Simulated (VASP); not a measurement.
The system is CdIr.

```
Cd Ir
1.0
     5.34530    0.00000    0.00000
    -2.67265    4.62916    0.00000
     0.00000    0.00000    4.31268
Cd Ir
3 3
Direct
  0.50000 0.00000 0.00000
  0.50000 0.50000 0.00000
  0.00000 0.50000 0.00000
  0.00000 0.00000 0.00000
  0.33333 0.66667 0.50000
  0.66667 0.33333 0.50000
```

| Quantity | Value |
| --- | --- |
| Program | VASP 6.6.1 |
| Task | relaxation of cell and atoms |
| Functional | PBE |
| Potentials or basis | VASP PAW PBE potentials, release 64 (Cd, Ir) |
| Cutoff | 600 eV |
| k mesh | 6 × 6 × 4 |
| Occupations | gaussian, width 0.1 eV |
| Spin | no spin polarisation |

At the start: pressure 22.5 GPa; volume 17.79 Å³/atom.

Problem. How do energy, volume and symmetry change on relaxing?

Solution. Over 4 steps the energy falls by 158.1 meV/atom and the volume is 20.41 Å³/atom (+14.7 %); space group P6/mmm (No. 191, to 0.1 Å) before and after.

Step by step:
```
step  energy change (eV)  largest force (eV/Å)  pressure (GPa)  volume (Å³)
   1              0.0000                0.0000           22.51       106.71
   2              0.5318                0.0000          -13.55       150.14
   3             -0.9461                0.0000           -0.82       123.12
   4             -0.9483                0.0000           -0.20       122.43
```

Final structure:
```xyz
6
Lattice="5.5827 0.0000 0.0000 -2.7913 4.8347 0.0000 0.0000 0.0000 4.5361" Properties=species:S:1:pos:R:3 pbc="T T T"
Cd    2.7913    0.0000    0.0000
Cd    1.3957    2.4174    0.0000
Cd   -1.3957    2.4174    0.0000
Ir    0.0000    0.0000    0.0000
Ir    0.0000    3.2232    2.2681
Ir    2.7913    1.6116    2.2681
```

Caveat: the k points lie up to 0.35 Å⁻¹ apart in the final cell, too coarse for converged energies and pressures of a metal.
